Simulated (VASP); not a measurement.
Write the native input for VASP 6.6.1 that does the following.

| Property | Result |
| --- | --- |
| Task | single point |
| Functional | PBE |
| Potentials or basis | VASP PAW PBE potentials, release 64 (Nb_sv) |
| Cutoff | 500 eV |
| k mesh | 8 × 8 × 8 |
| Occupations | methfessel-paxton, width 0.1 eV |
| Spin | no spin polarisation |
| Dipole correction | no |
| Further INCAR settings | ALGO = Normal; EDIFF = 1e-06; NBANDS = 12 |

The structure of Nb lies in POSCAR:

```
Nb
1.0
    0.0000000000      2.0359511801      2.0359511801
    2.0359511801      0.0000000000      2.0359511801
    2.0359511801      2.0359511801      0.0000000000
Nb
1
Direct
    0.0000000000      0.0000000000      0.0000000000
```

This isn't the form of Nb at room conditions, which is bcc.

One way to write it, as run:

INCAR

```
SYSTEM = Nb
PREC = Accurate
ENCUT = 500
EDIFF = 1E-6
ISMEAR = 1
SIGMA = 0.1
LREAL = .False.
LASPH = .True.
NELM = 120
ALGO = Normal
ISIF = 2
LWAVE = .False.
LCHARG = .False.
GGA = PE
NBANDS = 12
GGA_COMPAT = .False.
```

KPOINTS

```
Automatic mesh
0
Gamma
  8 8 8
  0 0 0
```

Potentials or basis: VASP PAW PBE potentials, release 64 (Nb_sv).

The run is started by

```console
$ cat potpaw_PBE.64/Nb_sv/POTCAR > POTCAR
$ mpirun -np 1 vasp_std > vasp.out
```

It gave:

The pressure is 19.6 GPa. The band gap on the k mesh is zero (an odd number of electrons rules out a gap without spin polarisation).

Caveat: the cell stands under pressure.

It took 11 s on 1 thread of Intel(R) Xeon(R) Platinum 8175M CPU @ 2.50GHz (Skylake/Cascade Lake) (shared host), peak memory 0.13 GiB.
